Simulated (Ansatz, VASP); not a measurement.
Al in VASP and in Ansatz

```
Al
1.0
    -1.60632    1.60632   -1.60632
    -1.60632   -1.60632    1.60632
    -0.48190    6.26464    6.58590
Al
4
Cartesian
  0.0000 5.6221 5.6221
  -1.6063 0.8032 0.8032
  0.0000 2.4095 2.4095
  -1.6063 4.0158 4.0158
```

Alike in both runs: task single point; functional PBEsol; k mesh 16 × 16 × 5; occupations gaussian, width 0.15 eV; no spin polarisation.

```csv
,VASP,Ansatz
version,VASP 6.6.1,Ansatz 0.2.0
potentials or method,"VASP PAW PBE potentials, release 64 (Al), cutoff 520 eV","scalar-relativistic, plane waves, PAW"
valence electrons in the cell,12,12
```

VASP gave:

| Quantity | Value |
| --- | --- |
| gap on the k mesh at the Fermi level (eV) | none |
| pressure (GPa) | 0.9 |
| traceless stress, the component that is largest in VASP (GPa) | 1.39 |
| rms of the force components (eV/Å) | 0.260 |

**Question.** What did Ansatz give for the same quantities?

**Answer.** gap on the k mesh at the Fermi level (eV): none; pressure (GPa): 0.8; traceless stress, the component that is largest in VASP (GPa): 1.38; rms of the force components (eV/Å): 0.258.

VASP's potentials were made for PBE, not for PBEsol, and Ansatz warns of the same on its side. Atom by atom the forces differ by 0.002 eV/Å (rms over components). A gap of «none» marks a metal or a gap that the smearing closes.
